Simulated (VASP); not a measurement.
# Al8As7 (a cell with a defect) in VASP: a series of runs

The runs below take Al8As7 (a cell with a defect) through single point, with PBE.

Program: VASP 6.6.1. These are calculated values, not measurements. Logs are shortened: lines on timing, memory, paths and dates and some standing lists are left out, and cuts for length are marked.

## 1. The cell of the first run

The cell holds a defect, 15 atoms: a = 8.002 Å, b = 8.002 Å, c = 8.002 Å, α = 60.00°, β = 60.00°, γ = 60.00°.

## 2. Single point, PBE

The input, INCAR:

```
  ALGO = Normal
  EDIFF = 1E-6
  ENCUT = 520
  GGA = PE
  ISIF = 2
  ISMEAR = 0
  LASPH = True
  LCHARG = False
  LREAL = Auto
  LWAVE = False
  NBANDS = 42
  NELM = 80
  PREC = Accurate
  SIGMA = 0.1
```

The input, KPOINTS:

```
k-points
0
Gamma
  2 2 2
```

The input, POSCAR:

```
Al8As7
1.0
    0.0000000000      5.6579320000      5.6579320000
    5.6579320000      0.0000000000      5.6579320000
    5.6579320000      5.6579320000      0.0000000000
Al As
8 7
Direct
   -0.0618903691      0.0623278081     -0.0008678966
   -0.0077642326     -0.0362598031      0.5213617802
    0.0252716894      0.5017028306      0.0399927924
    0.0252755777      0.5017024772      0.4317359240
    0.4758649450      0.0143076127     -0.0024416165
    0.4758674194      0.0143046081      0.5109783044
    0.5619906708      0.5226434323     -0.0429664054
    0.4839109060      0.5085647901      0.5031119144
    0.1013346396      0.1166656828      0.1451425185
    0.1013381744      0.1166637386      0.6355588049
    0.1140983137      0.5898474036      0.6473790247
    0.5579544788      0.1756605594      0.1325435689
    0.6169180718      0.1310467323      0.6253704534
    0.6376327075      0.6419478884      0.1263388284
    0.6376374796      0.6419468279      0.5927797471
```

Potentials or basis: VASP PAW PBE potentials, release 64 (Al, As).

Run with:

```sh
$ cat potpaw_PBE.64/Al/POTCAR potpaw_PBE.64/As/POTCAR > POTCAR
$ mpirun -np 1 vasp_std > vasp.out
```

OUTCAR:

```text
EDIFF = 1E-6
   ENCUT = 520
   GGA = PE
   ISIF = 2
   ISMEAR = 0
   LASPH = True
   LREAL = Auto
   NELM = 80
   PREC = Accurate

 ion  position               nearest neighbor table
   1  0.938  0.062  0.999-   9 2.42  10 2.42  12 2.49
   2  0.992  0.964  0.521-  11 2.44   9 2.47  10 2.47  13 2.47
   3  0.025  0.502  0.040-  14 2.55   9 2.57  11 2.63   4 3.13
   4  0.025  0.502  0.432-  15 2.55  10 2.57  11 2.63   3 3.13
   5  0.476  0.014  0.998-  13 2.43   9 2.45  14 2.45  12 2.49
   6  0.476  0.014  0.511-  13 2.43  10 2.45  15 2.45  12 2.49
   7  0.562  0.523  0.957-  14 2.41  15 2.41  12 2.41
   8  0.484  0.509  0.503-  11 2.43  13 2.47  14 2.48  15 2.48
   9  0.101  0.117  0.145-   1 2.42   5 2.45   2 2.47   3 2.57
  10  0.101  0.117  0.636-   1 2.42   6 2.45   2 2.47   4 2.57
  11  0.114  0.590  0.647-   8 2.43   2 2.44   4 2.63   3 2.63
  12  0.558  0.176  0.133-   7 2.41   1 2.49   5 2.49   6 2.49
  13  0.617  0.131  0.625-   6 2.43   5 2.43   8 2.47   2 2.47
  14  0.638  0.642  0.126-   7 2.41   5 2.45   8 2.48   3 2.55
  15  0.638  0.642  0.593-   7 2.41   6 2.45   8 2.48   4 2.55

  LATTYP: Found a face centered cubic cell.
 ALAT       =    11.3158640000

  Lattice vectors:

 A1 = (   0.0000000000,   5.6579320000,   5.6579320000)
 A2 = (   5.6579320000,   0.0000000000,   5.6579320000)
 A3 = (   5.6579320000,   5.6579320000,   0.0000000000)

Analysis of symmetry for initial positions (statically):
=====================================================================
 Subroutine PRICEL returns:
 Original cell was already a primitive cell.

 Routine SETGRP: Setting up the symmetry group for a
 face centered cubic supercell.

 Subroutine GETGRP returns: Found  2 space group operations
 (whereof  1 operations were pure point group operations)
 out of a pool of 48 trial point group operations.

The static configuration has the point symmetry C_1 .
 The point group associated with its full space group is C_1h.

Analysis of symmetry for dynamics (positions and initial velocities):
=====================================================================
 Subroutine PRICEL returns:
 Original cell was already a primitive cell.

 Routine SETGRP: Setting up the symmetry group for a
 face centered cubic supercell.

[... 125 lines left out ...]
   EMIN   =  10.00;   EMAX   =-10.00  energy-range for DOS
   EFERMI =   0.00;   METHOD = LEGACY
   ISMEAR =     0;   SIGMA  =   0.10  broadening in eV -4-tet -1-fermi 0-gaus
   EFERMI_NEDOS =   21; number of points for ismear=-14 and -15
   IALGO  =     38    algorithm
   IMIX   =      4    mixing-type and parameters
     AMIX     =   0.40;   BMIX     =  1.00
     AMIX_MAG =   1.60;   BMIX_MAG =  1.00
  volume/ion in A,a.u.               =      24.15       162.97
  Fermi-wavevector in a.u.,A,eV,Ry     =   0.894042  1.689494 10.875281  0.799311
  Thomas-Fermi vector in A             =   2.016196
   LORBIT       =      0    0 simple, 1 ext, 2 COOP (PROOUT), +10 PAW based schemes
   GGA     = PE    functional components
   LHFCALC =     F    Hartree Fock is set to
   AEXX    =    0.0000 exact exchange contribution
   IVDW    =     0    specifies the selected vdW correction
   LEPSILON=     F    determine dielectric tensor
   LRPA    =     F    only Hartree local field effects (RPA)
 non-spin polarized calculation
 Gauss-broadening in eV      SIGMA  =   0.10
  energy-cutoff  :      520.00
  volume of cell :      362.25
 maximum number of plane-waves:      9762
 NGX is ok and might be reduce to    60
   NGX = 29   NGY = 29   NGZ = 29

 number of electron      59.0000000 magnetization

 Free energy of the ion-electron system (eV)
  ---------------------------------------------------
  ext. energy  EPLUGINS =         0.00000000
  ---------------------------------------------------
  free energy    TOTEN  =       -65.94794439 eV

  energy without entropy =      -65.94478856  energy(sigma->0) =      -65.94636648

 E-fermi :   3.8992     XC(G=0):  -8.8045

 val. band max:        3.7505469657   @ k =   0.0000   0.5000   0.5000
 cond. band min:       4.0246662057   @ k =   0.5000   0.5000   0.0000
 fundamental gap:      0.2741192400
 Fermi energy:         3.8991972752

 k-point     1 :       0.0000    0.0000    0.0000
  band No.  band energies     occupation
      1      -8.2571      2.00000
      2      -7.0215      2.00000
      3      -6.9804      2.00000
      4      -6.9192      2.00000
      5      -6.6422      2.00000
      6      -6.4026      2.00000
[... 253 lines left out ...]
     40       7.8960      0.00000
     41       8.1298      0.00000
 [bands above 41 left out]

------------------------ aborting loop because EDIFF is reached ----------------------------------------

  FORCE on cell =-STRESS in cart. coord.  units (eV):
  Direction    XX          YY          ZZ          XY          YZ          ZX
  --------------------------------------------------------------------------------------
  -------------------------------------------------------------------------------------
  Total        1.5356111      1.5356111      2.0471544     -2.1905480      0.1031656     -0.1031656
  in kB        6.7918591      6.7918591      9.0543652     -9.6885813      0.4562914     -0.4562915
  external PRESSURE =       7.5460278 kB  Pullay stress =       0.0000000 kB

 VOLUME and BASIS-vectors are now :
 -----------------------------------------------------------------------------
  energy-cutoff  :      520.00
  volume of cell :      362.25
      direct lattice vectors                 reciprocal lattice vectors
     0.000000000  5.657932000  5.657932000    -0.088371511  0.088371511  0.088371511
     5.657932000  0.000000000  5.657932000     0.088371511 -0.088371511  0.088371511
     5.657932000  5.657932000  0.000000000     0.088371511  0.088371511 -0.088371511

 POSITION                                       TOTAL-FORCE (eV/Angst)
 -----------------------------------------------------------------------------------
      6.00567     10.96078      5.66041        -0.127782      0.127782     -0.089127
      8.40261      8.56383     11.06678         0.022364     -0.022364      0.046069
      3.06488      0.36926      2.98159         0.070189     -0.052724      0.067461
      5.28133      2.58574      2.98161         0.052724     -0.070189      0.067461
      5.72507      8.33653      2.77336        -0.023330     -0.010407     -0.023161
      2.97201      5.58351      2.77336         0.010407      0.023330     -0.023161
      8.37191      8.59454      6.13679         0.138672     -0.138672     -0.159402
      5.72400      5.58451      5.61536         0.019235     -0.019235     -0.012529
      1.48129      1.39455      1.23343         0.075300     -0.023530      0.084051
      4.25602      4.16931      1.23344         0.023530     -0.075300      0.084051
      7.00014      4.30839      3.98288         0.031277     -0.031277      0.001488
      1.74380      3.90679      4.15074        -0.301922      0.301922      0.035110
      4.27976      7.02878      4.23193        -0.005071      0.005071      0.012626
      4.34691      4.32250      7.23978         0.002392     -0.012016     -0.045469
      6.98600      6.96162      7.23980         0.012016     -0.002392     -0.045469
 -----------------------------------------------------------------------------------
    total drift:                                0.003264      0.009870      0.024892

  FREE ENERGIE OF THE ION-ELECTRON SYSTEM (eV)
  ---------------------------------------------------
  free  energy   TOTEN  =       -65.9479443865 eV

  energy  without entropy=      -65.9447885639  energy(sigma->0) =      -65.94636648
```

OSZICAR:

```text
N       E                     dE             d eps       ncg     rms          rms(c)
DAV:   1     0.192053858954E+03    0.19205E+03   -0.21085E+04   504   0.111E+03
DAV:   2    -0.471307508126E+02   -0.23918E+03   -0.22778E+03   622   0.163E+02
DAV:   3    -0.674649167632E+02   -0.20334E+02   -0.20099E+02   624   0.473E+01
DAV:   4    -0.678980978395E+02   -0.43318E+00   -0.43249E+00   608   0.798E+00
DAV:   5    -0.679074868923E+02   -0.93891E-02   -0.93876E-02   680   0.123E+00    0.861E+00
DAV:   6    -0.662166654160E+02    0.16908E+01   -0.27739E+00   592   0.455E+00    0.495E+00
DAV:   7    -0.659481497854E+02    0.26852E+00   -0.14947E+00   632   0.344E+00    0.173E+00
DAV:   8    -0.659456418693E+02    0.25079E-02   -0.12310E-01   568   0.116E+00    0.437E-01
DAV:   9    -0.659473241818E+02   -0.16823E-02   -0.10295E-02   616   0.391E-01    0.223E-01
DAV:  10    -0.659477932930E+02   -0.46911E-03   -0.14679E-03   574   0.143E-01    0.767E-02
DAV:  11    -0.659479417451E+02   -0.14845E-03   -0.42840E-04   568   0.754E-02    0.411E-02
DAV:  12    -0.659479323729E+02    0.93722E-05   -0.44026E-05   604   0.237E-02    0.233E-02
DAV:  13    -0.659479437491E+02   -0.11376E-04   -0.39666E-05   528   0.222E-02    0.592E-03
DAV:  14    -0.659479443865E+02   -0.63748E-06   -0.15150E-06   504   0.523E-03
   1 F= -.65947944E+02 E0= -.65946366E+02  d E =-.315582E-02
```

stdout:

```text
POSCAR found type information on POSCAR AlAs
 POSCAR found :  2 types and      15 ions
 scaLAPACK will be used
 LDA part: xc-table for (Slater+PW92), standard interpolation
 POSCAR, INCAR and KPOINTS ok, starting setup
 FFT: planning ... GRIDC
 FFT: planning ... GRID_SOFT
 FFT: planning ... GRID
 WAVECAR not read
 entering main loop
```

Run time: 5 min. Hardware: 1 thread of AMD EPYC 7R13, shared host; peak memory 0.44 GiB.

Results:

```yaml
Free_energy: -65.9479 eV
Pressure: 0.8 GPa
Largest_force: 0.428 eV/Å
Band_gap_on_the_k_mesh: zero (an odd number of electrons rules out a gap without spin polarisation)
```

Forces on the atoms (eV/Å):
```
Al  -0.128  0.128 -0.089
Al   0.022 -0.022  0.046
Al   0.070 -0.053  0.067
Al   0.053 -0.070  0.067
Al  -0.023 -0.010 -0.023
Al   0.010  0.023 -0.023
Al   0.139 -0.139 -0.159
Al   0.019 -0.019 -0.013
As   0.075 -0.024  0.084
As   0.024 -0.075  0.084
As   0.031 -0.031  0.001
As  -0.302  0.302  0.035
As  -0.005  0.005  0.013
As   0.002 -0.012 -0.045
As   0.012 -0.002 -0.045
```

Levels at points of the mesh, in eV from the Fermi level:
```csv
k point,band 26,band 27,band 28,band 29,band 30,band 31,band 32,band 33
"(0.00, 0.00, 0.00)",-1.05,-0.67,-0.59,-0.54,0.64,1.01,1.27,1.53
"(0.50, 0.00, 0.00)",-1.36,-1.04,-1.01,-0.99,0.52,1.42,1.83,2.04
"(0.00, 0.50, 0.00)",-1.30,-1.04,-0.97,-0.83,0.29,1.39,1.87,1.87
"(0.00, 0.00, 0.50)",-1.40,-0.95,-0.76,-0.68,-0.21,1.59,1.81,1.97
"(0.50, 0.50, 0.00)",-1.41,-1.39,-1.11,-0.94,0.13,1.70,2.02,2.12
"(0.00, 0.50, 0.50)",-1.52,-1.19,-1.07,-0.57,-0.15,1.76,1.79,2.20
```

Caveat: the k points lie up to 0.48 Å⁻¹ apart, too coarse for converged energies and pressures of a metal.

## 3. Single point, PBE

The input, INCAR:

```
PREC = Accurate
ENCUT = 520
EDIFF = 1E-6
ISMEAR = 0
SIGMA = 0.1
LREAL = Auto
LASPH = T
NELM = 60
ALGO = Normal
ISIF = 2
LWAVE = F
LCHARG = F
GGA = PE
NBANDS = 42
```

The input, KPOINTS:

```
regular mesh
0
Gamma
  2 2 2
```

The input, POSCAR:

```
Al8As7
1.0
    0.0000000000      5.6579320000      5.6579320000
    5.6579320000      0.0000000000      5.6579320000
    5.6579320000      5.6579320000      0.0000000000
Al As
8 7
Direct
   -0.1098226348      0.1370141953     -0.0142642223
   -0.0180484672     -0.0390840682      0.5279003000
    0.0275244559      0.4707544205      0.0484294438
    0.0275461953      0.4707501787      0.4519203306
    0.4698239569      0.0313070217      0.0017138771
    0.4698288173      0.0312988032      0.4958257717
    0.6291213822      0.5122327380     -0.0713476231
    0.4875732865      0.5137275421      0.4986833529
    0.0970446446      0.0940467294      0.1537722617
    0.0970480911      0.0940475248      0.6537990382
    0.1159383853      0.5840422791      0.6493375141
    0.4274872869      0.2780567175      0.1465643277
    0.6090539794      0.1371373852      0.6262388802
    0.6450499052      0.6562159991      0.1238667237
    0.6450629841      0.6562119340      0.5735225344
```

Potentials or basis: VASP PAW PBE potentials, release 64 (Al, As).

Run with:

```sh
$ cat potpaw_PBE.64/Al/POTCAR potpaw_PBE.64/As/POTCAR > POTCAR
$ mpirun -np 1 vasp_std > vasp.out
```

Run time: 7.4 min. Hardware: 1 thread of AMD EPYC 7R13, shared host; peak memory 0.46 GiB.

Results (log left out):

- Free energy: -65.2496 eV
- Pressure: 0.2 GPa
- Largest force: 0.019 eV/Å
- Band gap on the k mesh: zero (an odd number of electrons rules out a gap without spin polarisation)

Forces on the atoms (eV/Å):
```
Al  -0.001  0.002 -0.006
Al   0.005 -0.004 -0.005
Al   0.007  0.002  0.007
Al   0.000 -0.008  0.007
Al   0.006  0.001  0.003
Al  -0.001 -0.005  0.003
Al  -0.006  0.002 -0.014
Al   0.001 -0.001  0.006
As  -0.009  0.004 -0.015
As  -0.005  0.009 -0.016
As  -0.003  0.004 -0.006
As   0.009 -0.009  0.013
As  -0.001  0.001  0.011
As   0.007  0.011  0.005
As  -0.010 -0.009  0.007
```

Stress tensor (GPa, compression positive):
```
-0.24 -0.48 -0.41
-0.48 -0.24  0.41
-0.41  0.41  1.19
```

Levels at points of the mesh, in eV from the Fermi level:
| k point | band 26 | band 27 | band 28 | band 29 | band 30 | band 31 | band 32 | band 33 |
| --- | --- | --- | --- | --- | --- | --- | --- | --- |
| (0.00, 0.00, 0.00) | -1.20 | -0.98 | -0.95 | -0.77 | -0.17 | 0.83 | 1.21 | 1.24 |
| (0.50, 0.00, 0.00) | -1.50 | -1.37 | -1.13 | -1.08 | 0.52 | 1.21 | 1.43 | 1.70 |
| (0.00, 0.50, 0.00) | -1.56 | -1.39 | -1.21 | -0.43 | -0.41 | 0.92 | 1.49 | 1.68 |
| (0.00, 0.00, 0.50) | -1.72 | -1.08 | -1.05 | -0.63 | -0.23 | 0.64 | 1.29 | 1.65 |
| (0.50, 0.50, 0.50) | -1.72 | -1.08 | -1.05 | -0.63 | -0.23 | 0.64 | 1.29 | 1.65 |
| (0.50, 0.50, 0.00) | -1.66 | -1.60 | -1.21 | -0.94 | 0.18 | 1.01 | 1.52 | 1.68 |
| (0.00, 0.50, 0.50) | -1.73 | -1.49 | -1.47 | -0.42 | 0.21 | 0.68 | 1.50 | 2.18 |
| (0.50, 0.00, 0.50) | -1.73 | -1.49 | -1.47 | -0.42 | 0.21 | 0.68 | 1.50 | 2.18 |

Caveat: the k points lie up to 0.48 Å⁻¹ apart, too coarse for converged energies and pressures of a metal.

[end of part 1 of 2]

The gap in the log of VASP goes by the Fermi energy; the results here count the filled bands.